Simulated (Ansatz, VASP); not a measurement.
**Two plane-wave programs on LiF**

The input INCAR:

```
PREC = Accurate
ENCUT = 520
EDIFF = 1E-6
ISMEAR = 0
SIGMA = 0.05
LREAL = F
LASPH = T
NELM = 60
ALGO = Normal
ISIF = 2
LWAVE = F
LCHARG = F
GGA = PE
NBANDS = 18
```

File KPOINTS:

```
regular mesh
0
Gamma
  9 9 6
```

File POSCAR:

```
LiF
1.0
    2.9955376378      0.0000000000      0.0000000000
   -1.4977688189      2.5942116923      0.0000000000
    0.0000000000      0.0000000000      4.6974294115
Li F
2 2
Direct
    0.3333333333      0.6666666667      0.3810713234
    0.6666666667      0.3333333333      0.8810713234
    0.3333333333      0.6666666667      0.9939266766
    0.6666666667      0.3333333333      0.4939266766
```

Input for Ansatz:

```yaml
crystal:
  lattice:
    - [2.9955376378, 0.0, 0.0]
    - [-1.4977688189, 2.5942116923, 0.0]
    - [0.0, 0.0, 4.6974294115]
  atoms:
    - { symbol: Li, position: [0.3333333333, 0.6666666667, 0.3810713234] }
    - { symbol: Li, position: [0.6666666667, 0.3333333333, 0.8810713234] }
    - { symbol: F, position: [0.3333333333, 0.6666666667, 0.9939266766] }
    - { symbol: F, position: [0.6666666667, 0.3333333333, 0.4939266766] }
basis:
  ecutwfc: 520.0
kpoints:
  mp_grid: { grid: [9, 9, 6] }
hamiltonian:
  xc: pbe
scf:
  occupations: { method: gaussian, width: 0.05 }
output:
  forces: true
  stress: true
  eigenvalues: true
```

Alike in both runs: task single point; functional PBE; k mesh 9 × 9 × 6; occupations gaussian, width 0.05 eV; no spin polarisation.

|  | VASP | Ansatz |
| --- | --- | --- |
| version | VASP 6.6.1 | Ansatz 0.2.0 |
| potentials or method | VASP PAW PBE potentials, release 64 (Li_sv, F), cutoff 520 eV | scalar-relativistic, plane waves, PAW |
| valence electrons in the cell | 20 | 20 |

```csv
,VASP,Ansatz,Ansatz less VASP
gap on the k mesh at the Fermi level (eV),8.28,8.29,+0.015
least direct gap on the mesh (eV),8.28,8.29,+0.015
rms of the force components (eV/Å),0.011,0.011,0.0000
```

Atom by atom the forces differ by 0.000 eV/Å (rms over components).

Noted on VASP's run: the cutoff is short for stress, so the pressure is rough.
